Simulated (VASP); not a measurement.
## CsBr: electric field gradients with PBE

CsBr:

```
Cs Br
1.0
    -4.32562    4.32562    4.32562
     4.32562   -4.32562    4.32562
     4.32562    4.32562   -4.32562
Cs Br
4 4
Cartesian
  0.0000 0.0000 0.0000
  0.0000 0.0000 4.3256
  0.0000 4.3256 0.0000
  4.3256 0.0000 0.0000
  2.1628 2.1628 2.1628
  2.1628 2.1628 -2.1628
  2.1628 -2.1628 2.1628
  -2.1628 2.1628 2.1628
```

```
Program                : VASP 6.6.1
Task                   : electric field gradients
Functional             : PBE
Potentials or basis    : VASP PAW PBE potentials, release 64 (Cs_sv, Br)
Cutoff                 : 400 eV
k mesh                 : 3 × 3 × 3
Occupations            : gaussian, width 0.01 eV
Spin                   : no spin polarisation
Dipole correction      : no
Further INCAR settings : ALGO = Normal; EDIFF = 1e-08; NBANDS = 42
```

The pressure is 0.6 GPa and the band gap on the k mesh is 4.41 eV.

Levels at points of the mesh, in eV from the valence-band top:
```tsv
k point	band 28	band 29	band 30	band 31	band 32	band 33	band 34	band 35	band 36	band 37
(0.00, 0.00, 0.00)	-0.01	-0.01	0.00	0.00	0.00	4.41	4.94	4.94	5.24	5.24
```

It took 2.1 min on 1 thread of AMD EPYC 7R13, on a shared host, peak memory 0.3 GiB.

Caveat: without QUAD_EFG the Cq values of the log hold for a quadrupole moment of 1 mb, not for the nuclei; spin-orbit coupling is left out, which moves the levels of the heavy elements.
